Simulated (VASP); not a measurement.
Set up this calculation in VASP 6.6.1, as the native input.

| Property | Result |
| --- | --- |
| Task | relaxation of cell and atoms |
| Functional | PBE |
| Potentials or basis | VASP PAW PBE potentials, release 64 (Be, Au) |
| Cutoff | 600 eV |
| k mesh | 6 × 6 × 6 |
| Occupations | gaussian, width 0.1 eV |
| Spin | no spin polarisation |
| Dipole correction | no |
| Further INCAR settings | ALGO = Fast; EDIFF = 1e-07; IBRION = 2; EDIFFG = -0.04; NSW = 90; ISIF = 3 |

The structure of Be2Au lies in POSCAR:

```
Be2Au
1.0
    3.2292254094      0.0000000000      0.0000000000
   -1.6146127047      2.7965912391      0.0000000000
    0.0000000000      0.0000000000      3.4867051763
Be Au
2 1
Direct
    0.3333333333      0.6666666667      0.5000000000
    0.6666666667      0.3333333333      0.5000000000
    0.0000000000      0.0000000000      0.0000000000
```

One way to write it, as run:

INCAR

```
SYSTEM = Be2Au
PREC = Accurate
ENCUT = 600
EDIFF = 1E-7
ISMEAR = 0
SIGMA = 0.1
LREAL = .FALSE.
LASPH = .TRUE.
NELM = 100
ALGO = Fast
ISIF = 3
LWAVE = .FALSE.
LCHARG = .FALSE.
GGA = PE
IBRION = 2
NSW = 90
EDIFFG = -0.04
```

KPOINTS

```
Automatic mesh
0
G
  6 6 6
  0 0 0
```

Potentials or basis: VASP PAW PBE potentials, release 64 (Be, Au).

Command:

```console
$ cat potpaw_PBE.64/Be/POTCAR potpaw_PBE.64/Au/POTCAR > POTCAR
$ mpirun -np 1 vasp_std > vasp.out
```

Results of the run:

The relaxed volume is 11.61 Å³/atom. The relaxed cell is a = 3.898 Å, b = 3.898 Å, c = 2.647 Å, α = 90.00°, β = 90.00°, γ = 120.00°. The space group after relaxing (to 0.1 Å) is P6/mmm (No. 191), the energy gained by relaxing is 589.1 meV/atom and the ionic steps are 12. The pressure after relaxing is -0.1 GPa and the band gap on the k mesh is zero (an odd number of electrons rules out a gap without spin polarisation).

Caveat: the k points lie up to 0.40 Å⁻¹ apart in the final cell, too coarse for converged energies and pressures of a metal; a cell axis changed by over 15 % at a fixed basis, so the end point is rough; spin-orbit coupling is left out, which moves the levels of the heavy elements.

Run time: 4 min on 1 thread of Oxide Virtual Turin-like Processor, on a shared host, peak memory 0.14 GiB.
